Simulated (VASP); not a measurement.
Wanted: the native input for a VASP 6.6.1 run.

```yaml
Task: single point
Functional: PBEsol
Potentials_or_basis: VASP PAW PBE potentials, release 64 (Sn_d)
Cutoff: 520 eV
k_mesh: 12 × 12 × 12
Occupations: methfessel-paxton, width 0.05 eV
Spin: no spin polarisation
Dipole_correction: no
Further_INCAR_settings: ALGO = Normal; EDIFF = 1e-06; NBANDS = 13
```

The structure of Sn lies in POSCAR:

```
Sn
1.0
   -1.8946520000      1.8946520000      1.8946520000
    1.8946520000     -1.8946520000      1.8946520000
    1.8946520000      1.8946520000     -1.8946520000
Sn
1
Direct
    0.0000000000      0.0000000000      0.0000000000
```

One way to write it, as run:

INCAR

```
ALGO     = Normal         # electronic algorithm
EDIFF    = 1E-6           # SCF threshold, eV
ENCUT    = 520            # plane-wave cutoff, eV
GGA      = PS             # functional
ISIF     = 2              # what is computed and relaxed
ISMEAR   = 1              # smearing method
LASPH    = T              # aspherical terms in the spheres
LCHARG   = F              # write CHGCAR
LREAL    = F              # projectors in reciprocal space
LWAVE    = F              # write WAVECAR
NBANDS   = 13             # bands
NELM     = 100            # most SCF steps
PREC     = Accurate       # precision mode
SIGMA    = 0.05           # smearing width, eV
```

KPOINTS

```
k-points
0
Gamma
  12 12 12
```

Potentials or basis: VASP PAW PBE potentials, release 64 (Sn_d).

Run with:

```sh
$ cat potpaw_PBE.64/Sn_d/POTCAR > POTCAR
$ mpirun -np 1 vasp_std > vasp.out
```

It gave:

The pressure is -2.4 GPa and the band gap on the k mesh is zero (band 7 reaches 15.86 eV, above the bottom of band 8 at 5.45 eV).

Caveat: the PAW data sets were made with another functional, which shifts forces and pressure a little; spin-orbit coupling is left out, which moves the levels of the heavy elements.

Wall time 10 s on 1 thread of AMD EPYC 9R14 (Zen 4), with other jobs on the host, peak memory 0.11 GiB.
